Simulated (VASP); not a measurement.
Write the native input for VASP 6.6.1 that does the following.

| Item | Value |
| --- | --- |
| Task | single point |
| Functional | LDA |
| Potentials or basis | VASP PAW LDA potentials, release 64 (Ge_d) |
| Cutoff | 520 eV |
| k mesh | 9 × 9 × 9 |
| Occupations | fermi-dirac, width 0.05 eV |
| Spin | no spin polarisation |
| Dipole correction | no |
| Further INCAR settings | ALGO = Normal; EDIFF = 1e-07; NBANDS = 21 |

The structure of Ge lies in POSCAR:

```
Ge
1.0
    0.0000000000      2.8879187856      2.8879187856
    2.8879187856      0.0000000000      2.8879187856
    2.8879187856      2.8879187856      0.0000000000
Ge
2
Direct
    0.5000000000      0.5000000000      0.5000000000
    0.7500000000      0.7500000000      0.7500000000
```

This cell differs from its parent crystal: volume scaled by 1.08.

One way to write it, as run:

INCAR

```
SYSTEM = Ge
ALGO     = Normal         ! electronic algorithm
EDIFF    = 1E-7           ! SCF threshold, eV
ENCUT    = 520            ! plane-wave cutoff, eV
ISIF     = 2              ! what is computed and relaxed
ISMEAR   = -1             ! smearing method
LASPH    = .TRUE.         ! aspherical terms in the spheres
LCHARG   = .FALSE.        ! write CHGCAR
LREAL    = .FALSE.        ! projectors in reciprocal space
LWAVE    = .FALSE.        ! write WAVECAR
NBANDS   = 21             ! bands
NELM     = 60             ! most SCF steps
PREC     = Accurate       ! precision mode
SIGMA    = 0.05           ! smearing width, eV
```

KPOINTS

```
k-points
0
G
  9 9 9
  0 0 0
```

Potentials or basis: VASP PAW LDA potentials, release 64 (Ge_d).

Run with:

```console
$ cat potpaw_LDA.64/Ge_d/POTCAR > POTCAR
$ mpirun -np 1 vasp_std > vasp.out
```

Results of the run:

```yaml
Pressure: -4.7 GPa
Band_gap_on_the_k_mesh: zero (band 14 reaches 4.14 eV, above the bottom of band 15 at 4.05 eV)
```

It took 12 s on 1 thread of Intel(R) Xeon(R) 6975P-C (Granite Rapids), on a shared host, peak memory 0.16 GiB.
